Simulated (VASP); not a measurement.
# BaTe in VASP: a series of runs

The runs below take BaTe through single point, with PBE, PBE+D4.

Program: VASP 6.6.1. These are calculated values, not measurements. Logs are shortened: lines on timing, memory, paths and dates and some standing lists are left out, and cuts for length are marked.

## 1. The cell of the first run

The typed cell holds 4 atoms: a = 6.001 Å, b = 6.001 Å, c = 4.244 Å, α = 90.00°, β = 90.00°, γ = 90.00°.

## 2. Single point, PBE

INCAR reads:

```
PREC = Accurate
ENCUT = 520
EDIFF = 1E-6
ISMEAR = 0
SIGMA = 0.05
LREAL = F
LASPH = T
NELM = 100
ALGO = Normal
ISIF = 2
LWAVE = F
LCHARG = F
GGA = PE
NBANDS = 24
```

KPOINTS reads:

```
Automatic mesh
0
Gamma
  6 6 8
```

POSCAR reads:

```
BaTe
1.0
    6.0014404072      0.0000000000      0.0000000000
    0.0000000000      6.0014404072      0.0000000000
    0.0000000000      0.0000000000      4.2436295593
Ba Te
2 2
Direct
    0.5000000000      0.0000000000      0.4999515426
    0.0000000000      0.5000000000      0.5000484574
    0.0000000000      0.0000000000      0.0000000000
    0.5000000000      0.5000000000      0.0000000000
```

Potentials or basis: VASP PAW PBE potentials, release 64 (Ba_sv, Te).

Started as:

```bash
$ cat potpaw_PBE.64/Ba_sv/POTCAR potpaw_PBE.64/Te/POTCAR > POTCAR
$ mpirun -np 1 vasp_std > vasp.out
```

OUTCAR:

```text
PREC = Accurate
   ENCUT = 520
   EDIFF = 1E-6
   ISMEAR = 0
   LREAL = F
   LASPH = T
   NELM = 100
   ISIF = 2
   GGA = PE

 ion  position               nearest neighbor table
   1  0.500  0.000  0.500-   3 3.67   4 3.67   4 3.67   3 3.67   4 3.68   3 3.68   3 3.68   4 3.68
                             2 4.24   2 4.24   2 4.24   2 4.24
   2  0.000  0.500  0.500-   3 3.67   4 3.67   3 3.67   4 3.67   3 3.68   3 3.68   4 3.68   4 3.68
                             1 4.24   1 4.24   1 4.24   1 4.24
   3  0.000  0.000  0.000-   1 3.67   2 3.67   2 3.67   1 3.67   2 3.68   2 3.68   1 3.68   1 3.68

   4  0.500  0.500  0.000-   1 3.67   2 3.67   1 3.67   2 3.67   2 3.68   1 3.68   2 3.68   1 3.68

  LATTYP: Found a simple tetragonal cell.
 ALAT       =     6.0014404072
 C/A-ratio  =     0.7071018408

  Lattice vectors:

 A1 = (   6.0014404072,   0.0000000000,   0.0000000000)
 A2 = (   0.0000000000,   6.0014404072,   0.0000000000)
 A3 = (   0.0000000000,   0.0000000000,   4.2436295593)

Analysis of symmetry for initial positions (statically):
=====================================================================
 Subroutine PRICEL returns:
 Original cell was already a primitive cell.

 Routine SETGRP: Setting up the symmetry group for a
 simple tetragonal supercell.

 Subroutine GETGRP returns: Found 16 space group operations
 (whereof  8 operations were pure point group operations)
 out of a pool of 16 trial point group operations.

The static configuration has the point symmetry D_2d.
 The point group associated with its full space group is D_4h.

Analysis of symmetry for dynamics (positions and initial velocities):
=====================================================================
 Subroutine PRICEL returns:
 Original cell was already a primitive cell.

 Routine SETGRP: Setting up the symmetry group for a
 simple tetragonal supercell.

 Subroutine GETGRP returns: Found 16 space group operations
 (whereof  8 operations were pure point group operations)
 out of a pool of 16 trial point group operations.

The dynamic configuration has the point symmetry D_2d.
 The point group associated with its full space group is D_4h.

 Subroutine INISYM returns: Found 16 space group operations
 (whereof  8 operations are pure point group operations),
 and found     1 'primitive' translations

----------------------------------------------------------------------------------------

                                     Primitive cell

  volume of cell :     152.8440

  direct lattice vectors                    reciprocal lattice vectors
     6.001440407  0.000000000  0.000000000     0.166626665  0.000000000  0.000000000
     0.000000000  6.001440407  0.000000000     0.000000000  0.166626665  0.000000000
     0.000000000  0.000000000  4.243629559     0.000000000  0.000000000  0.235647336

  length of vectors
     6.001440407  6.001440407  4.243629559     0.166626665  0.166626665  0.235647336

  position of ions in fractional coordinates (direct lattice)
     0.500000000  0.000000000  0.499951543
     0.000000000  0.500000000  0.500048457
     0.000000000  0.000000000  0.000000000
     0.500000000  0.500000000  0.000000000

  ion indices of the primitive-cell ions
   primitive index   ion index
                 1           1
                 2           2
                 3           3
                 4           4

----------------------------------------------------------------------------------------

 KPOINTS: Automatic mesh

Automatic generation of k-mesh.
 Grid dimensions read from file:
 generate k-points for:    6    6    8

 Generating k-lattice:

  Cartesian coordinates                     Fractional coordinates (reciprocal lattice)
     0.027771111  0.000000000  0.000000000     0.166666667  0.000000000  0.000000000
     0.000000000  0.027771111  0.000000000     0.000000000  0.166666667  0.000000000
     0.000000000  0.000000000  0.029455917     0.000000000  0.000000000  0.125000000

  Length of vectors
     0.027771111  0.027771111  0.029455917

  Shift w.r.t. Gamma in fractional coordinates (k-lattice)
     0.000000000  0.000000000  0.000000000

 Subroutine IBZKPT returns following result:
 ===========================================

 Found     50 irreducible k-points:

 Following reciprocal coordinates:
            Coordinates               Weight
  0.000000  0.000000  0.000000      1.000000
  0.166667  0.000000  0.000000      4.000000
  0.333333  0.000000  0.000000      4.000000
  0.500000  0.000000  0.000000      2.000000
  0.166667  0.166667  0.000000      4.000000
  0.333333  0.166667  0.000000      8.000000
[... 16 lines left out ...]
  0.333333  0.000000  0.250000      8.000000
  0.500000  0.000000  0.250000      4.000000
 [... further k-points ...]
   k-points           NKPTS =     50   k-points in BZ     NKDIM =     50   number of bands    NBANDS=     24
   number of dos      NEDOS =    301   number of ions     NIONS =      4
   total plane-waves  NPLWV =  73728
   dimension x,y,z NGX =    48 NGY =   48 NGZ =   32
   dimension x,y,z NGXF=    96 NGYF=   96 NGZF=   64
   ions per type =               2   2
   NGX,Y,Z   is equivalent  to a cutoff of  13.30, 13.30, 12.54 a.u.
   NGXF,Y,Z  is equivalent  to a cutoff of  26.59, 26.59, 25.07 a.u.
 SYSTEM =  unknown system
   PREC   = accura    normal or accurate (medium, high low for compatibility)
   ISTART =      0    job   : 0-new  1-cont  2-samecut
   ICHARG =      2    charge: 1-file 2-atom 10-const
   ISPIN  =      1    spin polarized calculation?
   LNONCOLLINEAR =      F non collinear calculations
   LSORBIT =      F    spin-orbit coupling
   LASPH  =      T    aspherical Exc in radial PAW
   ENCUT  =  520.0 eV  38.22 Ry    6.18 a.u.  11.16 11.16  7.89*2*pi/ulx,y,z
   NELM   =    100;   NELMIN=  2; NELMDL= -5     # of ELM steps
   EDIFF  = 0.1E-05   stopping-criterion for ELM
   LREAL  =      F    real-space projection
   EDIFFG = 0.1E-04   stopping-criterion for IOM
   NSW    =      0    number of steps for IOM
   IBRION =     -1    ionic relax: 0-MD 1-quasi-New 2-CG
   NFREE  =      0    steps in history (QN), initial steepest desc. (CG)
   ISIF   =      2    stress and relaxation
   ISYM   =      2    0-nonsym 1-usesym 2-fastsym
   POTIM  = 0.5000    time-step for ionic-motion
   TEBEG  =    0.0;   TEEND  =   0.0 temperature during run
   PSTRESS=    0.0 pullay stress
   NELECT =      32.0000    total number of electrons
   NUPDOWN=      -1.0000    fix difference up-down
   EMIN   =  10.00;   EMAX   =-10.00  energy-range for DOS
   EFERMI =   0.00;   METHOD = LEGACY
   ISMEAR =     0;   SIGMA  =   0.05  broadening in eV -4-tet -1-fermi 0-gaus
   EFERMI_NEDOS =   21; number of points for ismear=-14 and -15
   IALGO  =     38    algorithm
   IMIX   =      4    mixing-type and parameters
     AMIX     =   0.40;   BMIX     =  1.00
     AMIX_MAG =   1.60;   BMIX_MAG =  1.00
  volume/ion in A,a.u.               =      38.21       257.86
  Fermi-wavevector in a.u.,A,eV,Ry     =   0.972095  1.836993 12.857077  0.944969
  Thomas-Fermi vector in A             =   2.102366
   LORBIT       =      0    0 simple, 1 ext, 2 COOP (PROOUT), +10 PAW based schemes
   GGA     = PE    functional components
   LHFCALC =     F    Hartree Fock is set to
   AEXX    =    0.0000 exact exchange contribution
   IVDW    =     0    specifies the selected vdW correction
   LEPSILON=     F    determine dielectric tensor
   LRPA    =     F    only Hartree local field effects (RPA)
 non-spin polarized calculation
 Gauss-broadening in eV      SIGMA  =   0.05
  energy-cutoff  :      520.00
  volume of cell :      152.84
 maximum number of plane-waves:      4176
 NGX is ok and might be reduce to    48
   NGX = 23   NGY = 23   NGZ = 15

 number of electron      31.9999999 magnetization

 Free energy of the ion-electron system (eV)
  ---------------------------------------------------
  ext. energy  EPLUGINS =         0.00000000
  ---------------------------------------------------
  free energy    TOTEN  =       -16.58335215 eV

  energy without entropy =      -16.58335215  energy(sigma->0) =      -16.58335215

 E-fermi :   4.1665     XC(G=0):  -8.8390

 val. band max:        3.9091358474   @ k =   0.0000   0.0000   0.0000
 cond. band min:       4.6659454434   @ k =   0.0000   0.0000   0.0000
 fundamental gap:      0.7568095961
 Fermi energy:         4.1665097925

 k-point     1 :       0.0000    0.0000    0.0000
  band No.  band energies     occupation
      1     -24.1960      2.00000
      2     -24.1423      2.00000
      3      -9.5914      2.00000
      4      -9.5914      2.00000
      5      -9.2282      2.00000
      6      -9.2282      2.00000
[... 16 lines left out ...]
     23       6.8192      0.00000
     24       8.4743      0.00000

 k-point     2 :       0.1667    0.0000    0.0000
  band No.  band energies     occupation
      1     -24.1923      2.00000
      2     -24.1458      2.00000
      3      -9.5916      2.00000
      4      -9.5681      2.00000
      5      -9.2845      2.00000
      6      -9.2537      2.00000
[... 16 lines left out ...]
     23       7.2275      0.00000
     24       8.3116      0.00000

 k-point     3 :       0.3333    0.0000    0.0000
  band No.  band energies     occupation
      1     -24.1823      2.00000
      2     -24.1555      2.00000
      3      -9.5761      2.00000
      4      -9.5038      2.00000
      5      -9.4064      2.00000
      6      -9.3223      2.00000
[... 16 lines left out ...]
     23       7.9269      0.00000
     24       8.1799      0.00000
[... 514 lines left out ...]
 k-point    23 :       0.3333    0.0000    0.2500
  band No.  band energies     occupation
      1     -24.1689      2.00000
      2     -24.1428      2.00000
      3      -9.5174      2.00000
      4      -9.4900      2.00000
      5      -9.4658      2.00000
      6      -9.3595      2.00000
[... 16 lines left out ...]
     23       8.3597      0.00000
     24       8.5920      0.00000

 k-point    24 :       0.5000    0.0000    0.2500
  band No.  band energies     occupation
      1     -24.1558      2.00000
      2     -24.1558      2.00000
      3      -9.4776      2.00000
      4      -9.4776      2.00000
      5      -9.3800      2.00000
      6      -9.3800      2.00000
[... 16 lines left out ...]
     23       8.7546      0.00000
     24       8.7546      0.00000

 [... further k-points ...]

------------------------ aborting loop because EDIFF is reached ----------------------------------------

  FORCE on cell =-STRESS in cart. coord.  units (eV):
  Direction    XX          YY          ZZ          XY          YZ          ZX
  --------------------------------------------------------------------------------------
  -------------------------------------------------------------------------------------
  Total        0.4386588      0.4386588      0.4488902      0.0000000      0.0000000      0.0000000
  in kB        4.5982116      4.5982116      4.7054614      0.0000000      0.0000000      0.0000000
  external PRESSURE =       4.6339615 kB  Pullay stress =       0.0000000 kB

 VOLUME and BASIS-vectors are now :
 -----------------------------------------------------------------------------
  energy-cutoff  :      520.00
  volume of cell :      152.84
      direct lattice vectors                 reciprocal lattice vectors
     6.001440407  0.000000000  0.000000000     0.166626665  0.000000000  0.000000000
     0.000000000  6.001440407  0.000000000     0.000000000  0.166626665  0.000000000
     0.000000000  0.000000000  4.243629559     0.000000000  0.000000000  0.235647336

 POSITION                                       TOTAL-FORCE (eV/Angst)
 -----------------------------------------------------------------------------------
      3.00072      0.00000      2.12161         0.000000      0.000000      0.000050
      0.00000      3.00072      2.12202        -0.000000      0.000000     -0.000050
      0.00000      0.00000      0.00000        -0.000000      0.000000      0.000000
      3.00072      3.00072      0.00000        -0.000000     -0.000000      0.000000
 -----------------------------------------------------------------------------------
    total drift:                                0.000000      0.000000      0.000000

  FREE ENERGIE OF THE ION-ELECTRON SYSTEM (eV)
  ---------------------------------------------------
  free  energy   TOTEN  =       -16.5833521537 eV

  energy  without entropy=      -16.5833521537  energy(sigma->0) =      -16.58335215
```

Wall time 84 s (1 thread of Intel Xeon 6975P-C (Granite Rapids), shared host); peak memory 0.36 GiB.

What came out:

```
Free energy            : -16.5834 eV
Pressure               : 0.5 GPa
Band gap on the k mesh : 0.76 eV
```

Levels at points of the mesh, in eV from the valence-band top:
| k point | band 13 | band 14 | band 15 | band 16 | band 17 | band 18 | band 19 | band 20 |
| --- | --- | --- | --- | --- | --- | --- | --- | --- |
| (0.00, 0.00, 0.00) | -0.38 | -0.38 | -0.38 | 0.00 | 0.76 | 0.76 | 0.98 | 2.44 |
| (0.50, 0.00, 0.00) | -1.57 | -1.57 | -0.57 | -0.57 | 1.77 | 1.77 | 3.10 | 3.10 |
| (0.50, 0.50, 0.00) | -0.89 | -0.89 | -0.89 | -0.89 | 1.57 | 1.57 | 4.83 | 4.83 |
| (0.00, 0.00, 0.50) | -2.95 | -2.95 | -0.89 | -0.89 | 1.57 | 4.78 | 4.78 | 4.78 |
| (0.50, 0.00, 0.50) | -2.14 | -2.14 | -1.22 | -1.22 | 2.54 | 2.54 | 2.65 | 2.65 |
| (0.50, 0.50, 0.50) | -2.06 | -2.06 | 0.00 | 0.00 | 0.98 | 0.98 | 2.53 | 2.53 |

Caveat: spin-orbit coupling is left out, which moves the levels of the heavy elements. A k mesh can miss the band edges.

## 3. Single point, PBE+D4

INCAR reads:

```
  PREC = Accurate
  ENCUT = 520
  EDIFF = 1E-6
  ISMEAR = 0
  SIGMA = 0.05
  LREAL = F
  LASPH = T
  NELM = 80
  ALGO = Normal
  ISIF = 2
  LWAVE = F
  LCHARG = F
  GGA = PE
  IVDW = 13
  NBANDS = 24
```

KPOINTS is that of step 2.

POSCAR is that of step 2.

Potentials or basis: VASP PAW PBE potentials, release 64 (Ba_sv, Te).

Started as:

```bash
$ cat potpaw_PBE.64/Ba_sv/POTCAR potpaw_PBE.64/Te/POTCAR > POTCAR
$ mpirun -np 1 vasp_std > vasp.out
```

Wall time 61 s (1 thread of Intel Xeon 6975P-C (Granite Rapids), shared host); peak memory 0.36 GiB.

It converged, with:

```
Free energy                : -17.8233 eV
Pressure                   : -0.8 GPa
Band gap on the k mesh     : 0.76 eV
Dispersion energy per atom : -0.310 eV
```

Levels at points of the mesh, in eV from the valence-band top:
```csv
k point,band 12,band 13,band 14,band 15,band 16,band 17,band 18,band 19,band 20,band 21
"(0.00, 0.00, 0.00)",-2.06,-0.38,-0.38,-0.38,0.00,0.76,0.76,0.98,2.44,2.53
"(0.50, 0.00, 0.00)",-2.31,-1.57,-1.57,-0.57,-0.57,1.77,1.77,3.10,3.10,3.30
"(0.50, 0.50, 0.00)",-3.43,-0.89,-0.89,-0.89,-0.89,1.57,1.57,4.83,4.83,4.97
"(0.00, 0.00, 0.50)",-2.95,-2.95,-2.95,-0.89,-0.89,1.57,4.78,4.78,4.78,4.83
"(0.50, 0.00, 0.50)",-2.65,-2.14,-2.14,-1.22,-1.22,2.54,2.54,2.65,2.65,3.06
"(0.50, 0.50, 0.50)",-2.06,-2.06,-2.06,0.00,0.00,0.98,0.98,2.53,2.53,2.91
```

Caveat: spin-orbit coupling is left out, which moves the levels of the heavy elements.
